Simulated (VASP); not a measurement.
Crystal: MgS.

```xyz
4
Lattice="4.0877 0.0000 0.0000 -2.0439 3.5401 0.0000 0.0000 0.0000 6.7093" Properties=species:S:1:pos:R:3 pbc="T T T"
Mg    0.0000    2.3600    0.0003
Mg    2.0439    1.1800    3.3550
S     0.0000    2.3600    2.5157
S     2.0439    1.1800    5.8703
```

- Program: VASP 6.6.1
- Task: relaxation of cell and atoms
- Functional: PBE
- Potentials or basis: VASP PAW PBE potentials, release 64 (Mg, S)
- Cutoff: 600 eV
- k mesh: 6 × 6 × 4
- Occupations: gaussian, width 0.02 eV
- Spin: no spin polarisation

At the start: pressure -2.6 GPa; volume 24.27 Å³/atom.

Problem. Where does the relaxation end?

Solution. Over 8 steps the energy falls by 11.5 meV/atom and the volume is 23.05 Å³/atom (-5.0 %); space group P6_3mc (No. 186, to 0.05 Å).

Step by step:
| step | energy change (eV) | largest force (eV/Å) | pressure (GPa) | volume (Å³) |
| --- | --- | --- | --- | --- |
| 1 | 0.0000 | 0.0334 | -2.56 | 97.09 |
| 2 | -0.0422 | 0.0566 | 0.32 | 91.73 |
| 3 | -0.0425 | 0.0539 | 0.05 | 92.16 |
| 4 | -0.0436 | 0.0516 | 0.04 | 92.18 |
| 5 | -0.0456 | 0.0463 | -0.01 | 92.24 |
| 6 | -0.0458 | 0.0449 | -0.03 | 92.27 |
| 7 | -0.0461 | 0.0221 | 0.01 | 92.18 |
| 8 | -0.0462 | 0.0002 | 0.00 | 92.21 |

Final structure:
```yaml
crystal:
  lattice:
    - [4.05052, 0.00000, 0.00000]
    - [-2.02526, 3.50785, 0.00000]
    - [0.00000, 0.00000, 6.48982]
  atoms:
    - { symbol: Mg, position: [0.33333, 0.66667, 0.99712] }
    - { symbol: Mg, position: [0.66667, 0.33333, 0.49712] }
    - { symbol: S, position: [0.33333, 0.66667, 0.37788] }
    - { symbol: S, position: [0.66667, 0.33333, 0.87788] }
```
